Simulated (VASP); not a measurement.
Set up this calculation in VASP 6.6.1, as the native input.

```
Task                   : single point
Functional             : PBEsol
Dispersion             : D3(BJ)
Potentials or basis    : VASP PAW PBE potentials, release 64 (Mg, O)
Cutoff                 : 520 eV
k mesh                 : 11 × 11 × 11
Occupations            : fermi-dirac, width 0.05 eV
Spin                   : no spin polarisation
Dipole correction      : no
Further INCAR settings : ALGO = Normal; EDIFF = 1e-06; NBANDS = 11
```

The structure of MgO lies in POSCAR:

```
MgO
1.0
    0.0000000000      2.0877348390      2.0877348390
    2.0877348390      0.0000000000      2.0877348390
    2.0877348390      2.0877348390      0.0000000000
Mg O
1 1
Direct
    0.0000000000      0.0000000000      0.0000000000
    0.5000000000      0.5000000000      0.5000000000
```

One way to write it, as run:

INCAR

```
ALGO     = Normal         # electronic algorithm
EDIFF    = 1E-6           # SCF threshold, eV
ENCUT    = 520            # plane-wave cutoff, eV
GGA      = PS             # functional
ISIF     = 2              # what is computed and relaxed
ISMEAR   = -1             # smearing method
IVDW     = 12             # dispersion correction
LASPH    = True           # aspherical terms in the spheres
LCHARG   = False          # write CHGCAR
LREAL    = False          # projectors in reciprocal space
LWAVE    = False          # write WAVECAR
NBANDS   = 11             # bands
NELM     = 100            # most SCF steps
PREC     = Accurate       # precision mode
SIGMA    = 0.05           # smearing width, eV
```

KPOINTS

```
k-points
0
Gamma
  11 11 11
```

Potentials or basis: VASP PAW PBE potentials, release 64 (Mg, O).

Launch:

```console
$ cat potpaw_PBE.64/Mg/POTCAR potpaw_PBE.64/O/POTCAR > POTCAR
$ mpirun -np 1 vasp_std > vasp.out
```

Results of the run:

```yaml
Pressure: -0.5 GPa
Band_gap_on_the_k_mesh: 4.89 eV, direct
Dispersion_energy_per_atom: -0.256 eV
```

Caveat: the PAW data sets were made with another functional, which shifts forces and pressure a little.

Run time: 4.5 s on 1 thread of Intel(R) Xeon(R) 6975P-C (Granite Rapids), with other jobs on the host, peak memory 0.15 GiB.
